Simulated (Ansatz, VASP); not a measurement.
## MgO: VASP beside Ansatz

POSCAR

```
MgO
1.0
    2.6233491278      0.0582383506      0.0000000000
    0.0582383506      2.6233491278      0.0000000000
    0.0000000000      0.0000000000      2.6233491278
Mg O
1 1
Direct
    0.0000000000      0.0000000000      0.0000000000
    0.5000000000      0.5000000000      0.5000000000
```

The input INCAR.step1:

```
SYSTEM = MgO
PREC     = Accurate       ! precision mode
ENCUT    = 750            ! plane-wave cutoff, eV
ISMEAR   = 0              ! smearing method
SIGMA    = 0.01           ! smearing width, eV
LREAL    = .False.        ! projectors in reciprocal space
LASPH    = .True.         ! aspherical terms in the spheres
NELM     = 120            ! most SCF steps
NBANDS   = 15             ! bands
GGA      = PE             ! functional
ALGO     = Normal         ! electronic algorithm
EDIFF    = 1E-5           ! SCF threshold, eV
LWAVE    = .True.         ! write WAVECAR
LCHARG   = .False.        ! write CHGCAR
GGA_COMPAT= .False.
```

The input INCAR.step2:

```
SYSTEM = MgO
PREC     = Accurate       ! precision mode
ENCUT    = 750            ! plane-wave cutoff, eV
EDIFF    = 1E-6           ! SCF threshold, eV
ISMEAR   = 0              ! smearing method
SIGMA    = 0.01           ! smearing width, eV
LREAL    = .False.        ! projectors in reciprocal space
LASPH    = .True.         ! aspherical terms in the spheres
NELM     = 120            ! most SCF steps
ALGO     = Normal         ! electronic algorithm
ISIF     = 2              ! what is computed and relaxed
LWAVE    = .False.        ! write WAVECAR
LCHARG   = .False.        ! write CHGCAR
METAGGA  = R2SCAN         ! meta-GGA
LMIXTAU  = .True.       
NBANDS   = 15             ! bands
ISTART   = 1            
GGA_COMPAT= .False.
```

File KPOINTS:

```
Automatic mesh
0
Gamma
  10 10 10
  0 0 0
```

Input for Ansatz:

```yaml
crystal:
  lattice:
    - [2.6233491278, 0.0582383506, 0.0]
    - [0.0582383506, 2.6233491278, 0.0]
    - [0.0, 0.0, 2.6233491278]
  atoms:
    - { symbol: Mg, position: [0.0, 0.0, 0.0] }
    - { symbol: O, position: [0.5, 0.5, 0.5] }
kpoints:
  mp_grid: { grid: [10, 10, 10] }
  band_path:
    path: [[0.0, 0.0, 0.0], [0.0, 0.5, 0.0], [0.5, 0.5, 0.0], [0.5, 0.5, 0.5]]
    npoints: 1
hamiltonian:
  xc: r2scan
scf:
  occupations: { method: fixed }
  n_extra_bands: 4
output:
  forces: true
  stress: true
  eigenvalues: true
```

Change from the starting cell: shear_xy strain +4.4%.

Alike in both runs: task single point; functional r2SCAN; k mesh 10 × 10 × 10; no spin polarisation.

```csv
,VASP,Ansatz
version,VASP 6.6.1,Ansatz 0.2.0
potentials or method,"VASP PAW PBE potentials, release 64 (Mg_sv, O)","plane waves, PAW"
plane-wave cutoff (eV),750,500
occupations,"gaussian, width 0.01 eV",fixed
valence electrons in the cell,16,16
```

|  | VASP | Ansatz | Ansatz less VASP |
| --- | --- | --- | --- |
| gap on the k mesh at the Fermi level (eV) | 3.54 | 3.51 | -0.036 |
| pressure (GPa) | 0.1 | 0.2 | +0.19 |
| traceless stress, the component that is largest in VASP (GPa) | 2.62 | 2.71 | +0.087 |

VASP's potentials were made for PBE, not for r2SCAN.
